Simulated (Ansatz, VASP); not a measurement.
**Ce2MnN3: VASP beside Ansatz**

File INCAR:

```
SYSTEM = Ce2MnN3
ALGO = Normal
EDIFF = 1E-6
ENCUT = 520
ISIF = 2
ISMEAR = 0
LASPH = .True.
LCHARG = .False.
LDAU = .True.
LDAUJ = 0.7 0.7 0
LDAUL = 3 2 -1
LDAUPRINT = 1
LDAUTYPE = 1
LDAUU = 5 5 0
LMAXMIX = 6
LREAL = .False.
LWAVE = .False.
NBANDS = 35
NELM = 150
PREC = Accurate
SIGMA = 0.05
```

KPOINTS

```
k-points
0
Gamma
  7 7 7
  0 0 0
```

File POSCAR:

```
Ce2MnN3
1.0
   -1.7222500700      1.8749700800      6.2300502700
    1.7222500700     -1.8749700800      6.2300502700
    1.7222500700      1.8749700800     -6.2300502700
Ce Mn N
2 1 3
Direct
    0.3533200000      0.3533200000      0.0000000000
    0.6466800000      0.6466800000      0.0000000000
    0.0000000000      0.0000000000      0.0000000000
    0.5000000000      0.0000000000      0.5000000000
    0.1638000000      0.1638000000      0.0000000000
    0.8362000000      0.8362000000      0.0000000000
```

Input for Ansatz:

```yaml
crystal:
  lattice:
    - [-1.72225007, 1.87497008, 6.23005027]
    - [1.72225007, -1.87497008, 6.23005027]
    - [1.72225007, 1.87497008, -6.23005027]
  atoms:
    - { symbol: Ce, position: [0.35332, 0.35332, 0.0] }
    - { symbol: Ce, position: [0.64668, 0.64668, 0.0] }
    - { symbol: Mn, position: [0.0, 0.0, 0.0] }
    - { symbol: "N", position: [0.5, 0.0, 0.5] }
    - { symbol: "N", position: [0.1638, 0.1638, 0.0] }
    - { symbol: "N", position: [0.8362, 0.8362, 0.0] }
basis:
  ecutwfc: 420
  ecutrho_ratio: 4
kpoints:
  mp_grid: { grid: [7, 7, 7] }
hamiltonian:
  xc: lda
  hubbard:
    sites:
      - { site: 0, l: f, u: 5.0, j: 0.7 }
      - { site: 1, l: f, u: 5.0, j: 0.7 }
      - { site: 2, l: d, u: 5.0, j: 0.7 }
scf:
  occupations: { method: gaussian, width: 0.05 }
  lower_state_search: "off"
  max_iter: 150
output:
  forces: true
  stress: true
  eigenvalues: true
  populations: true
  hubbard: { sites: [{ site: 0, l: f }, { site: 1, l: f }, { site: 2, l: d }] }
```

Alike in both runs: task single point; functional LDA; k mesh 7 × 7 × 7; occupations gaussian, width 0.05 eV; no spin polarisation; Hubbard terms Ce f U = 5.0 eV, J = 0.7 eV, Mn d U = 5.0 eV, J = 0.7 eV.

|  | VASP | Ansatz |
| --- | --- | --- |
| version | VASP 6.6.1 | Ansatz 0.2.0 |
| potentials or method | VASP PAW LDA potentials, release 64 (Ce, Mn_pv, N), cutoff 520 eV | scalar-relativistic, plane waves, PAW |
| valence electrons in the cell | 52 | 54 |

Ansatz gave:

```
gap on the k mesh at the Fermi level (eV)                     : none
pressure (GPa)                                                : -13.2
traceless stress, the component that is largest in VASP (GPa) : -8.53
rms of the force components (eV/Å)                            : 0.183
```

Q: What did VASP give for the same quantities?

A: gap on the k mesh at the Fermi level (eV): none; pressure (GPa): -11.1; traceless stress, the component that is largest in VASP (GPa): -8.66; rms of the force components (eV/Å): 0.127.

LDA's correlation is that of Perdew and Zunger in VASP and of Perdew and Wang (1992) in Ansatz. The programs project onto different local orbitals, so the same U acts differently, and such runs can settle in different states. Atom by atom the forces differ by 0.056 eV/Å (rms over components). A gap of «none» marks a metal or a gap that the smearing closes. VASP's potentials hold 52 valence electrons a cell and Ansatz's 54, so a difference there can come from the potentials and not from the codes. Ansatz's warnings: filled band counts differ across k points.

Spin-orbit coupling is off throughout.
